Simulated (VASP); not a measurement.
Zn4SO3, 8 atoms in the cell. The typed cell holds 8 atoms: a = 3.424 Å, b = 3.424 Å, c = 11.099 Å, α = 89.96°, β = 89.97°, γ = 120.03°. 

| Quantity | Value |
| --- | --- |
| Program | VASP 6.6.1 |
| Task | single point |
| Functional | PBE |
| Potentials or basis | VASP PAW PBE potentials, release 64 (Zn, S, O) |
| Cutoff | 520 eV |
| k mesh | 6 × 6 × 2 |
| Occupations | gaussian, width 0.2 eV |
| Spin | no spin polarisation |
| Dipole correction | no |
| Further INCAR settings | ALGO = Normal; EDIFF = 1e-06; NBANDS = 46 |

Potentials or basis: VASP PAW PBE potentials, release 64 (Zn, S, O).

The run is started by

```console
$ cat potpaw_PBE.64/Zn/POTCAR potpaw_PBE.64/S/POTCAR potpaw_PBE.64/O/POTCAR > POTCAR
$ mpirun -np 1 vasp_std > vasp.out
```

Hardware: 1 thread of Intel(R) Xeon(R) 6975P-C (Granite Rapids), on a shared host.

Problem. Estimate the wall time of this run.

Solution. Wall time 110 s on 1 thread of Intel(R) Xeon(R) 6975P-C (Granite Rapids) (shared host), peak memory 0.33 GiB. Counts: scf iterations 17, k points 40.
